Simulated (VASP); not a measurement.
## Na: single point with r2SCAN

The system is Na.

```
CELL_PARAMETERS angstrom
-2.11250 2.11250 2.11250
2.11250 -2.11250 2.11250
2.11250 2.11250 -2.11250
ATOMIC_POSITIONS crystal
Na 0.00000 0.00000 0.00000
```

- Program: VASP 6.6.1
- Task: single point
- Functional: r2SCAN
- Potentials or basis: VASP PAW PBE potentials, release 64 (Na_pv)
- Cutoff: 520 eV
- k mesh: 11 × 11 × 11
- Occupations: methfessel-paxton, width 0.03 eV
- Spin: no spin polarisation
- Dipole correction: no
- Further INCAR settings: ALGO = Normal; EDIFF = 1e-06; NBANDS = 10

| Property | Result |
| --- | --- |
| Pressure | 0.1 GPa |
| Band gap on the k mesh | zero (an odd number of electrons rules out a gap without spin polarisation) |

Levels at points of the mesh, in eV from the Fermi level:
| k point | band 1 | band 2 | band 3 | band 4 | band 5 | band 6 |
| --- | --- | --- | --- | --- | --- | --- |
| (0.00, 0.00, 0.00) | -26.00 | -26.00 | -26.00 | -3.43 | 12.33 | 12.33 |

It took 75 s on 1 thread of Intel Xeon 8259CL, with other jobs on the host, peak memory 0.16 GiB.

Caveat: the PAW data sets were made with another functional, which shifts forces and pressure a little.
